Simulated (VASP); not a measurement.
# CdSe: single point with PBEsol

CdSe:

```
CELL_PARAMETERS angstrom
4.34411 0.00000 0.00000
-2.17206 3.76211 0.00000
0.00000 0.00000 6.98011
ATOMIC_POSITIONS crystal
Cd 0.33333 0.66667 0.00470
Cd 0.66667 0.33333 0.50470
Se 0.33333 0.66667 0.38030
Se 0.66667 0.33333 0.88030
```

This cell differs from its parent crystal: in-plane strain +0.01.

```json
{"Program": "VASP 6.6.1", "Task": "single point", "Functional": "PBEsol", "Potentials or basis": "VASP PAW PBE potentials, release 64 (Cd, Se)", "Cutoff": "500 eV", "k mesh": "6 × 6 × 4", "Occupations": "gaussian, width 0.01 eV", "Spin": "no spin polarisation"}
```

The pressure is -0.3 GPa and the largest force is 0.116 eV/Å. The band gap on the k mesh is 0.53 eV.

Forces in eV/Å, atoms in the order of the input:
```
Cd   0.000  0.000 -0.116
Cd   0.000  0.000 -0.116
Se   0.000  0.000  0.116
Se   0.000  0.000  0.116
```

Stress tensor (GPa, compression positive):
```
-0.80  0.00  0.00
 0.00 -0.80  0.00
 0.00  0.00  0.59
```

Levels at points of the mesh, in eV from the valence-band top:
| k point | band 16 | band 17 | band 18 | band 19 | band 20 | band 21 |
| --- | --- | --- | --- | --- | --- | --- |
| (0.00, 0.00, 0.00) | -0.01 | 0.00 | 0.00 | 0.53 | 2.03 | 5.73 |
| (0.50, 0.00, 0.00) | -1.86 | -1.33 | -0.72 | 3.13 | 3.19 | 4.73 |
| (0.00, 0.00, 0.50) | -0.42 | -0.42 | -0.42 | 2.25 | 2.25 | 5.79 |
| (0.50, 0.00, 0.50) | -1.34 | -1.31 | -1.31 | 2.85 | 2.85 | 4.79 |

It took 95 s on 1 thread of AMD EPYC 7R13, on a shared host, peak memory 0.21 GiB.

Caveat: the cell differs from its parent crystal (in-plane strain +0.01); the PAW data sets were made with another functional, which shifts forces and pressure a little.
